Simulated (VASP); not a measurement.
# Mg (Im-3m) in VASP: a series of runs, part 2 of 2

VASP 6.6.1. Earlier steps stand in the parts before.

## 4. Relaxation of cell and atoms, LDA, target pressure 50 GPa, at which the enthalpy is minimised

This run uses another cell than the first one, of 13.22 Å³/atom, 1.113 times its volume.

File INCAR:

```
  PREC = Accurate
  ENCUT = 600
  EDIFF = 1E-6
  ISMEAR = 0
  SIGMA = 0.1
  LREAL = False
  LASPH = True
  NELM = 60
  ALGO = Normal
  ISIF = 3
  LWAVE = False
  LCHARG = False
  GGA = CA
  IBRION = 2
  NSW = 100
  EDIFFG = -0.002
  PSTRESS = 500.0
```

File KPOINTS:

```
Automatic mesh
0
Gamma
  20 20 20
```

File POSCAR:

```
Mg
1.0
   -1.4894179232      1.4894179232      1.4894179232
    1.4894179232     -1.4894179232      1.4894179232
    1.4894179232      1.4894179232     -1.4894179232
Mg
1
Direct
    0.0000000000      0.0000000000      0.0000000000
```

Potentials or basis: VASP PAW LDA potentials, release 64 (Mg).

The run is started by

```
$ cat potpaw_LDA.64/Mg/POTCAR > POTCAR
$ mpirun -np 1 vasp_std > vasp.out
```

OUTCAR:

```text
PREC = Accurate
   ENCUT = 600
   EDIFF = 1E-6
   ISMEAR = 0
   LREAL = False
   LASPH = True
   NELM = 60
   ISIF = 3
   GGA = CA
   IBRION = 2
   NSW = 100
   EDIFFG = -0.002
   PSTRESS = 500.0

 ion  position               nearest neighbor table
   1  0.000  0.000  0.000-

  LATTYP: Found a body centered cubic cell.
 ALAT       =     2.9788358464

  Lattice vectors:

 A1 = (  -1.4894179232,   1.4894179232,   1.4894179232)
 A2 = (   1.4894179232,  -1.4894179232,   1.4894179232)
 A3 = (   1.4894179232,   1.4894179232,  -1.4894179232)

Analysis of symmetry for initial positions (statically):
=====================================================================
 Subroutine PRICEL returns:
 Original cell was already a primitive cell.

 Routine SETGRP: Setting up the symmetry group for a
 body centered cubic supercell.

 Subroutine GETGRP returns: Found 48 space group operations
 (whereof 48 operations were pure point group operations)
 out of a pool of 48 trial point group operations.

The static configuration has the point symmetry O_h .

Analysis of symmetry for dynamics (positions and initial velocities):
=====================================================================
 Subroutine PRICEL returns:
 Original cell was already a primitive cell.

 Routine SETGRP: Setting up the symmetry group for a
 body centered cubic supercell.

 Subroutine GETGRP returns: Found 48 space group operations
 (whereof 48 operations were pure point group operations)
 out of a pool of 48 trial point group operations.

The dynamic configuration has the point symmetry O_h .

 Subroutine INISYM returns: Found 48 space group operations
 (whereof 48 operations are pure point group operations),
 and found     1 'primitive' translations

----------------------------------------------------------------------------------------

[... 112 lines left out ...]
  Fermi-wavevector in a.u.,A,eV,Ry     =   0.872399  1.648594 10.355111  0.761079
  Thomas-Fermi vector in A             =   1.991642
   LORBIT       =      0    0 simple, 1 ext, 2 COOP (PROOUT), +10 PAW based schemes
   GGA     = CA    functional components
   LHFCALC =     F    Hartree Fock is set to
   AEXX    =    0.0000 exact exchange contribution
   IVDW    =     0    specifies the selected vdW correction
   LEPSILON=     F    determine dielectric tensor
   LRPA    =     F    only Hartree local field effects (RPA)
 conjugate gradient relaxation of ions
 non-spin polarized calculation
 Gauss-broadening in eV      SIGMA  =   0.10
  energy-cutoff  :      600.00
  volume of cell :       13.22
 maximum number of plane-waves:       466
 NGX is ok and might be reduce to    24
   NGX = 11   NGY = 11   NGZ = 11

--------------------------------------- Ionic step        1  -------------------------------------------

 number of electron       2.0000000 magnetization

 Free energy of the ion-electron system (eV)
  ---------------------------------------------------
  ext. energy  EPLUGINS =         0.00000000
  ---------------------------------------------------
  free energy    TOTEN  =        -0.92299765 eV

  energy without entropy =       -0.92219157  energy(sigma->0) =       -0.92259461

------------------------ aborting loop because EDIFF is reached ----------------------------------------

  FORCE on cell =-STRESS in cart. coord.  units (eV):
  Direction    XX          YY          ZZ          XY          YZ          ZX
  --------------------------------------------------------------------------------------
  -------------------------------------------------------------------------------------
  Total        4.1560563      4.1560563      4.1560563      0.0000000     -0.0000000      0.0000000
  in kB      503.8279869    503.8279869    503.8279869      0.0000000     -0.0000000      0.0000000
  external PRESSURE =       3.8279869 kB  Pullay stress =     500.0000000 kB
[... 61 lines left out ...]
--------------------------------------- Ionic step        3  -------------------------------------------

 number of electron       2.0000000 magnetization

 Free energy of the ion-electron system (eV)
  ---------------------------------------------------
  ext. energy  EPLUGINS =         0.00000000
  ---------------------------------------------------
  free energy    TOTEN  =        -0.93082556 eV

  energy without entropy =       -0.93001968  energy(sigma->0) =       -0.93042262

 E-fermi :   6.1808     XC(G=0): -10.6496

 val. band max:        6.1666948835   @ k =  -0.4000  -0.4000   0.1500
 cond. band min:       6.2398900634   @ k =  -0.3500  -0.3500   0.0500
 fundamental gap:      0.0731951799
 Fermi energy:         6.1807841251

 k-point     1 :       0.0000    0.0000    0.0000
  band No.  band energies     occupation
      1      -3.5131      2.00000
      2      23.1714      0.00000
      3      23.1714      0.00000
      4      23.1714      0.00000
      5      25.9908      0.00000
[... 177 lines left out ...]
 k-point    24 :       0.2500    0.1000    0.0000
  band No.  band energies     occupation
      1      -0.2819      2.00000
      2      11.7497      0.00000
      3      16.0923      0.00000
      4      20.5744      0.00000
      5      22.6049      0.00000

 [... further k-points ...]
[... 5 lines left out ...]
  --------------------------------------------------------------------------------------
  -------------------------------------------------------------------------------------
  Total        4.1322020      4.1322020      4.1322020      0.0000000      0.0000000      0.0000000
  in kB      499.9908985    499.9908985    499.9908985      0.0000000      0.0000000      0.0000000
  external PRESSURE =      -0.0091015 kB  Pullay stress =     500.0000000 kB
[... 20 lines left out ...]
  energy  without entropy=       -0.9300196832  energy(sigma->0) =       -0.93042262

  enthalpy is  TOTEN    =         3.2014516181 eV   P V=        4.1322771774

 reached required accuracy - stopping structural energy minimisation
```

CONTCAR:

```text
Mg
   1.00000000000000
    -1.4903559660948644    1.4903559660948642    1.4903559660948644
     1.4903559660948644   -1.4903559660948642    1.4903559660948644
     1.4903559660948644    1.4903559660948642   -1.4903559660948644
  Mg
     1
Direct
     0.0000000000000000    0.0000000000000000    0.0000000000000000

  0.00000000E+00  0.00000000E+00  0.00000000E+00
```

Run time: 8.3 s. Hardware: 1 thread of Intel Xeon 6975P-C (Granite Rapids), shared host; peak memory 0.14 GiB.

Results:

| Item | Value |
| --- | --- |
| Free energy | -0.9308 eV |
| Relaxed volume | 13.24 Å³/atom |
| Relaxed cell | a = 2.581 Å, b = 2.581 Å, c = 2.581 Å, α = 109.47°, β = 109.47°, γ = 109.47° |
| Space group after relaxing (to 0.05 Å) | Im-3m (No. 229) |
| Energy change on relaxing (the enthalpy is what falls) | -7.8 meV/atom |
| Ionic steps | 3 |
| Pressure after relaxing | 50.0 GPa |
| Band gap on the k mesh | zero (band 1 reaches 10.10 eV, above the bottom of band 2 at 5.21 eV) |

Step by step:
| step | energy change (eV) | largest force (eV/Å) | pressure (GPa) | volume (Å³) |
| --- | --- | --- | --- | --- |
| 1 | 0.0000 | 0.0000 | 50.38 | 13.22 |
| 2 | -0.0188 | 0.0000 | 49.46 | 13.28 |
| 3 | -0.0078 | 0.0000 | 50.00 | 13.24 |

Final structure:
```cif
data_structure
_symmetry_space_group_name_H-M 'P 1'
_symmetry_Int_Tables_number 1
_cell_length_a 2.5814
_cell_length_b 2.5814
_cell_length_c 2.5814
_cell_angle_alpha 109.471
_cell_angle_beta 109.471
_cell_angle_gamma 109.471
_cell_volume 13.24
loop_
_atom_site_label
_atom_site_type_symbol
_atom_site_fract_x
_atom_site_fract_y
_atom_site_fract_z
_atom_site_occupancy
Mg1 Mg 0.00000 0.00000 0.00000 1
```

Caveat: the cell is relaxed towards a set pressure, so the enthalpy falls and the energy may rise.

## 5. The runs side by side

```tsv
cell	k mesh	gap on the mesh (eV)	pressure (GPa)
relaxed to 100 GPa from a = 2.489 Å, angles 109.5°, 1 atom	20 × 20 × 20	none	100.0
relaxed to 50 GPa from a = 3.071 Å, angles 109.5°, 1 atom	16 × 16 × 16	none	50.0
relaxed to 50 GPa from a = 2.580 Å, angles 109.5°, 1 atom	20 × 20 × 20	none	50.0
```

Alike in all rows: task relaxation of cell and atoms; level LDA; potentials or basis VASP PAW LDA potentials, release 64 (Mg); no spin polarisation; cutoff (eV) 600; smearing gaussian 0.1 eV.

Caveats: the cell is relaxed towards a set pressure, so the enthalpy falls and the energy may rise; the volume moved by over 15 % at a fixed basis, so the end points are rough (some runs).

Absolute energies hang on the potentials; compare differences alone.
